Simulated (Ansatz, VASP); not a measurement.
## One calculation of Au2S3, two programs

INCAR

```
SYSTEM = Au2S3
PREC = Accurate
ENCUT = 520
EDIFF = 1E-6
ISMEAR = 0
SIGMA = 0.1
LREAL = .False.
LASPH = .True.
NELM = 80
ALGO = Normal
ISIF = 2
LWAVE = .False.
LCHARG = .False.
GGA = PE
IVDW = 12
NBANDS = 28
```

Contents of KPOINTS:

```
regular mesh
0
Gamma
  6 6 2
  0 0 0
```

The input POSCAR:

```
Au2S3
1.0
    3.4995026500      0.0000000000      0.0000000000
   -1.7497513200      3.0306581900      0.0000000000
    0.0000000000      0.0000000000      8.5799037600
S Au
3 2
Direct
    0.0000000000      0.0000000000      0.0000000000
    0.3333333300      0.6666666700      0.3360028500
    0.6666666700      0.3333333300      0.6639971500
    0.6666666700      0.3333333300      0.1680014300
    0.3333333300      0.6666666700      0.8319985700
```

Input for Ansatz:

```yaml
crystal:
  lattice:
    - [3.49950265, 0.0, 0.0]
    - [-1.74975132, 3.03065819, 0.0]
    - [0.0, 0.0, 8.57990376]
  atoms:
    - { symbol: S, position: [0.0, 0.0, 0.0] }
    - { symbol: S, position: [0.33333333, 0.66666667, 0.33600285] }
    - { symbol: S, position: [0.66666667, 0.33333333, 0.66399715] }
    - { symbol: Au, position: [0.66666667, 0.33333333, 0.16800143] }
    - { symbol: Au, position: [0.33333333, 0.66666667, 0.83199857] }
basis:
  ecutwfc: 420
kpoints:
  mp_grid: { grid: [6, 6, 2] }
hamiltonian:
  xc: pbe
  dispersion: d3bj
scf:
  occupations: { method: gaussian, width: 0.1 }
  lower_state_search: "off"
output:
  forces: true
  stress: true
  eigenvalues: true
```

Alike in both runs: task single point; functional PBE; dispersion D3(BJ); k mesh 6 × 6 × 2; occupations gaussian, width 0.1 eV; no spin polarisation.

|  | VASP | Ansatz |
| --- | --- | --- |
| version | VASP 6.6.1 | Ansatz 0.2.0 |
| potentials or method | VASP PAW PBE potentials, release 64 (S, Au), cutoff 520 eV | scalar-relativistic, plane waves, PAW |
| valence electrons in the cell | 40 | 56 |

|  | VASP | Ansatz | Ansatz less VASP |
| --- | --- | --- | --- |
| gap on the k mesh at the Fermi level (eV) | none | none | - |
| pressure (GPa) | 7.1 | 7.4 | +0.34 |
| traceless stress, the component that is largest in VASP (GPa) | -2.26 | -2.32 | -0.061 |
| rms of the force components (eV/Å) | 0.726 | 0.720 | -0.0057 |

Atom by atom the forces differ by 0.011 eV/Å (rms over components). A gap of «none» marks a metal or a gap that the smearing closes. VASP's potentials hold 40 valence electrons a cell and Ansatz's 56, so a difference there can come from the potentials and not from the codes.

The k mesh is coarse, so the values compare programs but aren't converged. Neither program's run includes spin-orbit coupling.
